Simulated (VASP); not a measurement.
The system is B.

```xyz
12
Lattice="2.4540 1.4168 4.1890 -2.4540 1.4168 4.1890 0.0000 -2.8336 4.1890" Properties=species:S:1:pos:R:3 pbc="T T T"
B    -1.5875    0.9165    2.8406
B     0.0000   -1.8331    2.8406
B     1.5875    0.9165    2.8406
B     1.5875   -0.9165    9.7264
B    -1.5875   -0.9165    9.7264
B     0.0000    1.8331    9.7264
B    -1.0103    0.5833    4.4969
B     0.0000   -1.1666    4.4969
B     1.0103    0.5833    4.4969
B     1.0103   -0.5833    8.0701
B    -1.0103   -0.5833    8.0701
B     0.0000    1.1666    8.0701
```

| Quantity | Value |
| --- | --- |
| Program | VASP 6.6.1 |
| Task | relaxation of cell and atoms |
| Functional | PBEsol |
| Potentials or basis | VASP PAW PBE potentials, release 64 (B) |
| Cutoff | 600 eV |
| k mesh | 4 × 4 × 4 |
| Occupations | fermi-dirac, width 0.05 eV |
| Spin | no spin polarisation |

At the start: pressure -2.7 GPa; volume 7.28 Å³/atom.

Q: Where does the relaxation end?

A: Over 8 steps the energy falls by 5.2 meV/atom and the volume is 7.16 Å³/atom (-1.7 %); space group R-3m (No. 166, to 0.05 Å).

Step by step:
```
step  energy change (eV)  largest force (eV/Å)  pressure (GPa)  volume (Å³)
   1              0.0000                0.8325           -2.66        87.39
   2              0.0357                1.3835           -0.09        85.87
   3             -0.0552                0.1042           -1.75        86.70
   4             -0.0612                0.0780            0.65        85.73
   5             -0.0617                0.0491            0.15        85.92
   6             -0.0622                0.0171           -0.06        85.92
   7             -0.0622                0.0127           -0.04        85.92
   8             -0.0623                0.0043            0.02        85.90
```

Final structure:
```
CELL_PARAMETERS angstrom
2.43926 1.40830 4.16757
-2.43926 1.40830 4.16757
0.00000 -2.81661 4.16757
ATOMIC_POSITIONS crystal
B 0.01062 0.65374 0.01062
B 0.01062 0.01062 0.65374
B 0.65374 0.01062 0.01062
B 0.98938 0.34626 0.98938
B 0.34626 0.98938 0.98938
B 0.98938 0.98938 0.34626
B 0.22166 0.62971 0.22166
B 0.22166 0.22166 0.62971
B 0.62971 0.22166 0.22166
B 0.77834 0.37029 0.77834
B 0.37029 0.77834 0.77834
B 0.77834 0.77834 0.37029
```

Caveat: the PAW data sets were made with another functional, which shifts forces and pressure a little.
